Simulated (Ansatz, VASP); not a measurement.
# One calculation of CaAlO4, two programs

The input INCAR:

```
PREC = Accurate
ENCUT = 520
EDIFF = 1E-6
ISMEAR = 0
SIGMA = 0.1
LREAL = False
LASPH = True
NELM = 150
ALGO = Normal
ISIF = 2
LWAVE = False
LCHARG = False
ISPIN = 2
MAGMOM = 0 0 1 1 1 1
LORBIT = 11
GGA = PE
NBANDS = 32
```

Contents of KPOINTS:

```
Automatic mesh
0
Gamma
  4 4 4
```

File POSCAR:

```
CaAlO4
1.0
    0.0000000000      3.2557337000      3.2557337000
    3.2557337000      0.0000000000      3.2557337000
    3.2557337000      3.2557337000      0.0000000000
Ca Al O
1 1 4
Direct
    0.7500000000      0.7500000000      0.7500000000
    0.0000000000      0.0000000000      0.0000000000
    0.3743620100      0.3743620100      0.8769139600
    0.8769139600      0.3743620100      0.3743620100
    0.3743620100      0.3743620100      0.3743620100
    0.3743620100      0.8769139600      0.3743620100
```

Input for Ansatz:

```yaml
crystal:
  lattice:
    - [0.0, 3.2557337, 3.2557337]
    - [3.2557337, 0.0, 3.2557337]
    - [3.2557337, 3.2557337, 0.0]
  atoms:
    - { symbol: Ca, position: [0.75, 0.75, 0.75] }
    - { symbol: Al, position: [0.0, 0.0, 0.0] }
    - { symbol: O, position: [0.37436201, 0.37436201, 0.87691396], spin: 1.0 }
    - { symbol: O, position: [0.87691396, 0.37436201, 0.37436201], spin: 1.0 }
    - { symbol: O, position: [0.37436201, 0.37436201, 0.37436201], spin: 1.0 }
    - { symbol: O, position: [0.37436201, 0.87691396, 0.37436201], spin: 1.0 }
basis:
  ecutwfc: 420
kpoints:
  mp_grid: { grid: [4, 4, 4] }
hamiltonian:
  xc: pbe
scf:
  occupations: { method: gaussian, width: 0.1 }
  lower_state_search: "off"
output:
  forces: true
  stress: true
  eigenvalues: true
  populations: true
magnetization:
  spin_polarized: true
```

Change from the starting cell: species swapped into the SmInCu4 type (F-43m, No. 216).

Alike in both runs: task single point; functional PBE; k mesh 4 × 4 × 4; occupations gaussian, width 0.1 eV; collinear spin.

```csv
,VASP,Ansatz
version,VASP 6.6.1,Ansatz 0.2.0
potentials or method,"VASP PAW PBE potentials, release 64 (Ca_sv, Al, O), cutoff 520 eV","scalar-relativistic, plane waves, PAW"
valence electrons in the cell,37,37
```

```tsv
	VASP	Ansatz	Ansatz less VASP
gap on the k mesh at the Fermi level (eV)	none	none	-
pressure (GPa)	-2.5	-2.5	-0.02
rms of the force components (eV/Å)	0.081	0.080	-0.0015
net moment per atom (μB)	0.22	0.22	0.000
size of the moment on the site where the two differ most (μB)	0.27	0.30	+0.030
```

Site moments also hang on the region over which each program counts them. Atom by atom the forces differ by 0.002 eV/Å (rms over components). A gap of «none» marks a metal or a gap that the smearing closes.

The k mesh is coarse, so the values compare programs but aren't converged.
